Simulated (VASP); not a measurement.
The system is KI.

```
K I
1.0
     6.03945    0.00000    0.00000
    -3.01973    5.23032    0.00000
     0.00000    0.00000    7.03912
K I
2 2
Direct
  0.33333 0.66667 0.93750
  0.66667 0.33333 0.43750
  0.33333 0.66667 0.43750
  0.66667 0.33333 0.93750
```

Base run:

| Item | Value |
| --- | --- |
| Program | VASP 6.6.1 |
| Functional | PBE |
| Potentials or basis | VASP PAW PBE potentials, release 64 (K_sv, I) |
| Cutoff | 520 eV |
| k mesh | 6 × 6 × 4 |
| Occupations | gaussian, width 0.01 eV |
| Spin | no spin polarisation |

Its results: band gap on the k mesh 3.79 eV; pressure 0.3 GPa.

Question: The run is repeated on the same cell with these changes: functional from PBE to PBE-based screened hybrid with 40 % exact exchange; k mesh from 6 × 6 × 4 to 3 × 3 × 2. What comes out?

Answer: Band gap on the k mesh 4.98 eV; pressure 0.1 GPa.

Several settings changed at once.

Caveats: some runs use coarse meshes; spin-orbit coupling is left out, which moves the levels of the heavy elements; the PAW data sets were made with another functional, which shifts forces and pressure a little (at least some runs).

A k mesh can miss the band edges.
